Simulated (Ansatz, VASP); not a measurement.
One calculation of Ca, two programs

POSCAR

```
Ca
1.0
   -2.2694770650      2.2694770650      2.2694770650
    2.2694770650     -2.2694770650      2.2694770650
    2.2694770650      2.2694770650     -2.2694770650
Ca
1
Direct
    0.0000000000      0.0000000000      0.0000000000
```

INCAR.step1

```
PREC = Accurate ; ENCUT = 550
ISMEAR = -5 ; SIGMA = 0.05
LREAL = False ; LASPH = True
NELM = 120 ; NBANDS = 11
GGA = PE ; ALGO = Normal
EDIFF = 1E-5 ; LWAVE = True
LCHARG = False ; GGA_COMPAT = False
```

File INCAR.step2:

```
PREC = Accurate ; ENCUT = 550
EDIFF = 1E-6 ; ISMEAR = -5
SIGMA = 0.05 ; LREAL = False
LASPH = True ; NELM = 120
ALGO = Normal ; ISIF = 2
LWAVE = False ; LCHARG = True
METAGGA = R2SCAN ; LMIXTAU = True
LUSE_VDW = True ; IVDW_NL = 2
BPARAM = 11.95 ; CPARAM = 0.0093
LELF = True ; LVHAR = True
NBANDS = 11 ; ISTART = 1
GGA_COMPAT = False
```

Contents of KPOINTS:

```
Automatic mesh
0
Gamma
  8 8 8
```

File input.yaml:

```yaml
crystal:
  lattice: { a: 4.53895413, b: 4.53895413, c: 4.53895413, alpha: 90.0, beta: 90.0, gamma: 90.0 }
  space_group: 229
  reduce_to_primitive: true
  atoms:
    - { symbol: Ca, wyckoff: "2a", position: [0.0, 0.0, 0.0] }
hamiltonian:
  xc: r2scan
  pseudopotentials: { kind: paw }
  dispersion: rvv10
kpoints:
  mp_grid: { grid: [8, 8, 8] }
scf:
  occupations: { method: tetrahedron }
output:
  forces: true
  stress: true
  write_density: true
  write_potential: true
  elf: true
  volumetric_format: npy
```

Change from the starting cell: volume scaled by 1.04.

Alike in both runs: task single point; functional r2SCAN; dispersion rVV10; k mesh 8 × 8 × 8; occupations tetrahedron; no spin polarisation.

|  | VASP | Ansatz |
| --- | --- | --- |
| version | VASP 6.6.1 | Ansatz 0.2.0 |
| potentials or method | VASP PAW PBE potentials, release 64 (Ca_sv) | Ansatz PAW |
| plane-wave cutoff (eV) | 550 | 500 |
| valence electrons in the cell | 10 | 10 |

```tsv
	VASP	Ansatz	Ansatz less VASP
gap on the k mesh at the Fermi level (eV)	none	none	-
pressure (GPa)	-1.5	-1.5	-0.04
```

VASP's potentials were made for PBE, not for r2SCAN. A gap of «none» marks a metal or a gap that the smearing closes.
